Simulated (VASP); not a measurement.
# Si (Fd-3m) in VASP: further runs

Si is run at these levels: PBE; tasks: single point.

Everything below comes from runs of VASP 6.6.1. Logs are shortened: lines on timing, memory, paths and dates and some standing lists are left out, and cuts for length are marked.

### Step 1. The cell of the first run

It takes space group Fd-3m (No. 227, cubic). The conventional cell has a = 5.427 Å, b = 5.427 Å, c = 5.427 Å, α = 90.00°, β = 90.00°, γ = 90.00°. Within 3.1 Å of Si (site symmetry -43m) lie 4 Si at 2.35 Å.

### Step 2. Single point, PBE

INCAR

```
SYSTEM = Si
PREC = Accurate ; ENCUT = 500
EDIFF = 1E-6 ; ISMEAR = 1
SIGMA = 0.01 ; LREAL = .False.
LASPH = .True. ; NELM = 120
ALGO = Normal ; ISIF = 2
LWAVE = .False. ; LCHARG = .True.
GGA = PE ; LELF = .True.
LVHAR = .True. ; NBANDS = 11
GGA_COMPAT = .False.
```

KPOINTS

```
regular mesh
0
Gamma
  6 6 6
  0 0 0
```

POSCAR

```
Si
1.0
    0.0000000000      2.7135600000      2.7135600000
    2.7135600000      0.0000000000      2.7135600000
    2.7135600000      2.7135600000      0.0000000000
Si
2
Direct
    0.2500000000      0.2500000000      0.2500000000
    1.0000000000      1.0000000000      1.0000000000
```

Potentials or basis: VASP PAW PBE potentials, release 64 (Si).

Run with:

```console
$ cat potpaw_PBE.64/Si/POTCAR > POTCAR
$ mpirun -np 1 vasp_std > vasp.out
```

OUTCAR:

```text
SYSTEM = Si
   PREC = Accurate
   ENCUT = 500
   EDIFF = 1E-6
   ISMEAR = 1
   LREAL = .False.
   LASPH = .True.
   NELM = 120
   ISIF = 2
   GGA = PE

 ion  position               nearest neighbor table
   1  0.250  0.250  0.250-   2 2.35   2 2.35   2 2.35   2 2.35
   2  0.000  0.000  0.000-   1 2.35   1 2.35   1 2.35   1 2.35

  LATTYP: Found a face centered cubic cell.
 ALAT       =     5.4271200000

  Lattice vectors:

 A1 = (   0.0000000000,   2.7135600000,   2.7135600000)
 A2 = (   2.7135600000,   0.0000000000,   2.7135600000)
 A3 = (   2.7135600000,   2.7135600000,   0.0000000000)

Analysis of symmetry for initial positions (statically):
=====================================================================
 Subroutine PRICEL returns:
 Original cell was already a primitive cell.

 Routine SETGRP: Setting up the symmetry group for a
 face centered cubic supercell.

 Subroutine GETGRP returns: Found 48 space group operations
 (whereof 24 operations were pure point group operations)
 out of a pool of 48 trial point group operations.

The static configuration has the point symmetry T_d .
 The point group associated with its full space group is O_h .

Analysis of symmetry for dynamics (positions and initial velocities):
=====================================================================
 Subroutine PRICEL returns:
 Original cell was already a primitive cell.

 Routine SETGRP: Setting up the symmetry group for a
 face centered cubic supercell.

 Subroutine GETGRP returns: Found 48 space group operations
 (whereof 24 operations were pure point group operations)
 out of a pool of 48 trial point group operations.

The dynamic configuration has the point symmetry T_d .
 The point group associated with its full space group is O_h .

 Subroutine INISYM returns: Found 48 space group operations
 (whereof 24 operations are pure point group operations),
 and found     1 'primitive' translations

----------------------------------------------------------------------------------------

                                     Primitive cell

  volume of cell :      39.9621

  direct lattice vectors                    reciprocal lattice vectors
     0.000000000  2.713560000  2.713560000    -0.184259792  0.184259792  0.184259792
     2.713560000  0.000000000  2.713560000     0.184259792 -0.184259792  0.184259792
     2.713560000  2.713560000  0.000000000     0.184259792  0.184259792 -0.184259792

  length of vectors
     3.837553354  3.837553354  3.837553354     0.319147321  0.319147321  0.319147321

  position of ions in fractional coordinates (direct lattice)
     0.250000000  0.250000000  0.250000000
     0.000000000  0.000000000  0.000000000

  ion indices of the primitive-cell ions
   primitive index   ion index
                 1           1
                 2           2

----------------------------------------------------------------------------------------

 KPOINTS: regular mesh

Automatic generation of k-mesh.
 Grid dimensions read from file:
 generate k-points for:    6    6    6

 Generating k-lattice:

  Cartesian coordinates                     Fractional coordinates (reciprocal lattice)
    -0.030709965  0.030709965  0.030709965     0.166666667  0.000000000  0.000000000
     0.030709965 -0.030709965  0.030709965     0.000000000  0.166666667  0.000000000
     0.030709965  0.030709965 -0.030709965     0.000000000  0.000000000  0.166666667

  Length of vectors
     0.053191220  0.053191220  0.053191220

  Shift w.r.t. Gamma in fractional coordinates (k-lattice)
     0.000000000  0.000000000  0.000000000

 Subroutine IBZKPT returns following result:
 ===========================================

 Found     16 irreducible k-points:

 Following reciprocal coordinates:
            Coordinates               Weight
  0.000000  0.000000  0.000000      1.000000
  0.166667  0.000000  0.000000      8.000000
  0.333333  0.000000  0.000000      8.000000
  0.500000  0.000000  0.000000      4.000000
  0.166667  0.166667  0.000000      6.000000
  0.333333  0.166667  0.000000     24.000000
[... 8 lines left out ...]
 -0.333333  0.333333  0.166667     24.000000
 -0.333333  0.500000  0.166667     12.000000
   k-points           NKPTS =     16   k-points in BZ     NKDIM =     16   number of bands    NBANDS=     11
   number of dos      NEDOS =    301   number of ions     NIONS =      2
   total plane-waves  NPLWV =  21952
   dimension x,y,z NGX =    28 NGY =   28 NGZ =   28
   dimension x,y,z NGXF=    56 NGYF=   56 NGZF=   56
   ions per type =               2
   NGX,Y,Z   is equivalent  to a cutoff of  12.13, 12.13, 12.13 a.u.
   NGXF,Y,Z  is equivalent  to a cutoff of  24.26, 24.26, 24.26 a.u.
 SYSTEM =  Si
   PREC   = accura    normal or accurate (medium, high low for compatibility)
   ISTART =      0    job   : 0-new  1-cont  2-samecut
   ICHARG =      2    charge: 1-file 2-atom 10-const
   ISPIN  =      1    spin polarized calculation?
   LNONCOLLINEAR =      F non collinear calculations
   LSORBIT =      F    spin-orbit coupling
   LASPH  =      T    aspherical Exc in radial PAW
   ENCUT  =  500.0 eV  36.75 Ry    6.06 a.u.   7.00  7.00  7.00*2*pi/ulx,y,z
   NELM   =    120;   NELMIN=  2; NELMDL= -5     # of ELM steps
   EDIFF  = 0.1E-05   stopping-criterion for ELM
   LREAL  =      F    real-space projection
   EDIFFG = 0.1E-04   stopping-criterion for IOM
   NSW    =      0    number of steps for IOM
   IBRION =     -1    ionic relax: 0-MD 1-quasi-New 2-CG
   NFREE  =      0    steps in history (QN), initial steepest desc. (CG)
   ISIF   =      2    stress and relaxation
   ISYM   =      2    0-nonsym 1-usesym 2-fastsym
   POTIM  = 0.5000    time-step for ionic-motion
   TEBEG  =    0.0;   TEEND  =   0.0 temperature during run
   PSTRESS=    0.0 pullay stress
   NELECT =       8.0000    total number of electrons
   NUPDOWN=      -1.0000    fix difference up-down
   EMIN   =  10.00;   EMAX   =-10.00  energy-range for DOS
   EFERMI =   0.00;   METHOD = LEGACY
   ISMEAR =     1;   SIGMA  =   0.01  broadening in eV -4-tet -1-fermi 0-gaus
   EFERMI_NEDOS =   21; number of points for ismear=-14 and -15
   IALGO  =     38    algorithm
   IMIX   =      4    mixing-type and parameters
     AMIX     =   0.40;   BMIX     =  1.00
     AMIX_MAG =   1.60;   BMIX_MAG =  1.00
  volume/ion in A,a.u.               =      19.98       134.84
  Fermi-wavevector in a.u.,A,eV,Ry     =   0.957684  1.809760 12.478691  0.917158
  Thomas-Fermi vector in A             =   2.086724
   LORBIT       =      0    0 simple, 1 ext, 2 COOP (PROOUT), +10 PAW based schemes
   GGA     = PE    functional components
   LHFCALC =     F    Hartree Fock is set to
   AEXX    =    0.0000 exact exchange contribution
   IVDW    =     0    specifies the selected vdW correction
   LEPSILON=     F    determine dielectric tensor
   LRPA    =     F    only Hartree local field effects (RPA)
 non-spin polarized calculation
 Methfessel and Paxton  Order N= 1 SIGMA  =   0.01
  energy-cutoff  :      500.00
  volume of cell :       39.96
 maximum number of plane-waves:      1032
   NGX = 13   NGY = 13   NGZ = 13

 number of electron       8.0000001 magnetization

 Free energy of the ion-electron system (eV)
  ---------------------------------------------------
  ext. energy  EPLUGINS =         0.00000000
  ---------------------------------------------------
  free energy    TOTEN  =       -10.81985376 eV

  energy without entropy =      -10.81985376  energy(sigma->0) =      -10.81985376

 E-fermi :   5.9233     XC(G=0):  -9.4123

 val. band max:        5.8538640538   @ k =   0.0000   0.0000   0.0000
 cond. band min:       6.5573455626   @ k =   0.5000   0.5000   0.0000
 fundamental gap:      0.7034815088
 Fermi energy:         5.9232679975

 k-point     1 :       0.0000    0.0000    0.0000
  band No.  band energies     occupation
      1      -6.1187      2.00000
      2       5.8539      2.00000
      3       5.8539      2.00000
      4       5.8539      2.00000
      5       8.4171      0.00000
      6       8.4171      0.00000
      7       8.4171      0.00000
      8       9.2511      0.00000
      9      13.5709      0.00000
     10      13.5709      0.00000
     11      13.8206      0.00000

 k-point     2 :       0.1667    0.0000    0.0000
  band No.  band energies     occupation
      1      -5.7569      2.00000
      2       3.4730      2.00000
      3       5.4030      2.00000
      4       5.4030      2.00000
      5       8.2127      0.00000
      6       9.0655      0.00000
      7       9.0655      0.00000
      8      11.3301      0.00000
      9      12.9351      0.00000
     10      12.9351      0.00000
     11      14.9507      0.00000

 k-point     3 :       0.3333    0.0000    0.0000
  band No.  band energies     occupation
      1      -4.7392      2.00000
      2       0.5158      2.00000
      3       4.8528      2.00000
      4       4.8528      2.00000
      5       7.6254      0.00000
      6       9.3588      0.00000
      7       9.3588      0.00000
      8      13.7310      0.00000
      9      13.8385      0.00000
     10      13.8385      0.00000
     11      14.9908      0.00000

 k-point     4 :       0.5000    0.0000    0.0000
  band No.  band energies     occupation
      1      -3.7819      2.00000
      2      -1.1230      2.00000
      3       4.6546      2.00000
      4       4.6546      2.00000
      5       7.4000      0.00000
      6       9.1898      0.00000
      7       9.1898      0.00000
      8      13.5830      0.00000
      9      16.4051      0.00000
     10      16.4051      0.00000
     11      17.2236      0.00000
[... 127 lines left out ...]
 k-point    14 :       0.5000    0.3333    0.1667
  band No.  band energies     occupation
      1      -3.8248      2.00000
      2       0.2098      2.00000
      3       2.2783      2.00000
      4       3.5555      2.00000
      5       8.7066      0.00000
      6       9.5646      0.00000
      7      10.0950      0.00000
      8      12.9271      0.00000
      9      14.8643      0.00000
     10      15.7750      0.00000
     11      18.9125      0.00000

 k-point    15 :      -0.3333    0.3333    0.1667
  band No.  band energies     occupation
      1      -2.8374      2.00000
      2      -0.9925      2.00000
      3       1.8379      2.00000
      4       3.0875      2.00000
      5       9.2054      0.00000
      6       9.4152      0.00000
      7      11.9563      0.00000
      8      12.3818      0.00000
      9      13.4181      0.00000
     10      16.9654      0.00000
     11      17.8296      0.00000

 k-point    16 :      -0.3333    0.5000    0.1667
  band No.  band energies     occupation
      1      -1.8460      2.00000
      2      -1.8460      2.00000
      3       2.2025      2.00000
      4       2.2025      2.00000
      5       8.6005      0.00000
      6       8.6005      0.00000
      7      12.6244      0.00000
      8      12.6244      0.00000
      9      16.4405      0.00000
     10      16.4405      0.00000
     11      18.8276      0.00000

------------------------ aborting loop because EDIFF is reached ----------------------------------------

  FORCE on cell =-STRESS in cart. coord.  units (eV):
  Direction    XX          YY          ZZ          XY          YZ          ZX
  --------------------------------------------------------------------------------------
  -------------------------------------------------------------------------------------
  Total        0.5520325      0.5520325      0.5520325      0.0000000     -0.0000000     -0.0000000
  in kB       22.1323191     22.1323191     22.1323191      0.0000000     -0.0000000     -0.0000000
  external PRESSURE =      22.1323191 kB  Pullay stress =       0.0000000 kB

 VOLUME and BASIS-vectors are now :
 -----------------------------------------------------------------------------
  energy-cutoff  :      500.00
  volume of cell :       39.96
      direct lattice vectors                 reciprocal lattice vectors
     0.000000000  2.713560000  2.713560000    -0.184259792  0.184259792  0.184259792
     2.713560000  0.000000000  2.713560000     0.184259792 -0.184259792  0.184259792
     2.713560000  2.713560000  0.000000000     0.184259792  0.184259792 -0.184259792

 POSITION                                       TOTAL-FORCE (eV/Angst)
 -----------------------------------------------------------------------------------
      1.35678      1.35678      1.35678         0.000000      0.000000      0.000000
      0.00000      0.00000      0.00000        -0.000000     -0.000000     -0.000000
 -----------------------------------------------------------------------------------
    total drift:                                0.000000      0.000000     -0.000000

  FREE ENERGIE OF THE ION-ELECTRON SYSTEM (eV)
  ---------------------------------------------------
  free  energy   TOTEN  =       -10.8198537621 eV

  energy  without entropy=      -10.8198537621  energy(sigma->0) =      -10.81985376
```

Run time: 11 s. Hardware: 1 thread of Intel Xeon Platinum 8175M at 2.50GHz (Skylake/Cascade Lake), shared host; peak memory 0.14 GiB.

Results:

```
Free energy            : -10.8199 eV
Pressure               : 2.2 GPa
Band gap on the k mesh : 0.70 eV (least direct gap 2.56 eV)
```

Levels at points of the mesh, in eV from the valence-band top:
| k point | band 2 | band 3 | band 4 | band 5 | band 6 | band 7 |
| --- | --- | --- | --- | --- | --- | --- |
| (0.00, 0.00, 0.00) | 0.00 | 0.00 | 0.00 | 2.56 | 2.56 | 2.56 |
| (0.50, 0.00, 0.00) | -6.98 | -1.20 | -1.20 | 1.55 | 3.34 | 3.34 |
| (0.50, 0.50, 0.00) | -7.82 | -2.86 | -2.86 | 0.70 | 0.70 | 10.13 |

### Step 3. Single point, PBE

INCAR

```
PREC = Accurate
ENCUT = 500
EDIFF = 1E-6
ISMEAR = 1
SIGMA = 0.01
LREAL = F
LASPH = T
NELM = 120
ALGO = Normal
ISIF = 2
LWAVE = F
LCHARG = F
GGA = PE
NBANDS = 11
GGA_COMPAT = F
```

KPOINTS

```
regular mesh
0
Gamma
  6 6 6
```

POSCAR is that of step 2.

Potentials or basis: VASP PAW PBE potentials, release 64 (Si).

Run with:

```console
$ cat potpaw_PBE.64/Si/POTCAR > POTCAR
$ mpirun -np 1 vasp_std > vasp.out
```

Wall time 8.5 s (1 thread of Intel Xeon Platinum 8175M at 2.50GHz (Skylake/Cascade Lake), shared host); peak memory 0.14 GiB.

Results (log left out):

```
Free energy            : -10.8199 eV
Pressure               : 2.2 GPa
Band gap on the k mesh : 0.70 eV (least direct gap 2.56 eV)
```

Levels at points of the mesh, in eV from the valence-band top:
| k point | band 1 | band 2 | band 3 | band 4 | band 5 | band 6 | band 7 | band 8 |
| --- | --- | --- | --- | --- | --- | --- | --- | --- |
| (0.00, 0.00, 0.00) | -11.97 | 0.00 | 0.00 | 0.00 | 2.56 | 2.56 | 2.56 | 3.40 |
| (0.50, 0.00, 0.00) | -9.64 | -6.98 | -1.20 | -1.20 | 1.55 | 3.34 | 3.34 | 7.73 |
| (0.50, 0.50, 0.00) | -7.82 | -7.82 | -2.86 | -2.86 | 0.70 | 0.70 | 10.13 | 10.13 |
